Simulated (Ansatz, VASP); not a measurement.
**ZnSe: VASP beside Ansatz**

```xyz
2
Lattice="0.0000 2.8166 2.8166 2.8166 0.0000 2.8166 2.8166 2.8166 0.0000" Properties=species:S:1:pos:R:3 pbc="T T T"
Zn    0.0000    0.0000    0.0000
Se    4.2249    4.2249    4.2249
```

Alike in both runs: functional PBEsol; k mesh 8 × 8 × 8; occupations gaussian, width 0.02 eV; no spin polarisation.

Ansatz relaxed the structure, and its values are those at the end. VASP's run is a single point on that final structure, the one shown.

|  | VASP | Ansatz |
| --- | --- | --- |
| version | VASP 6.6.1 | Ansatz 0.2.0 |
| potentials or method | VASP PAW PBE potentials, release 64 (Zn, Se), cutoff 520 eV | scalar-relativistic, plane waves, PAW |
| valence electrons in the cell | 18 | 28 |

VASP gave:

```
gap on the k mesh at the Fermi level (eV) : 1.24
least direct gap on the mesh (eV)         : 1.24
pressure (GPa)                            : 0.3
```

Q: Estimate Ansatz's values.

A: gap on the k mesh at the Fermi level (eV): 1.24; least direct gap on the mesh (eV): 1.24; pressure (GPa): 0.0.

VASP's potentials were made for PBE, not for PBEsol. The functional is the same, so the differences come from potentials, cutoffs and numerics. VASP's potentials hold 18 valence electrons a cell and Ansatz's 28, so a difference there can come from the potentials and not from the codes.
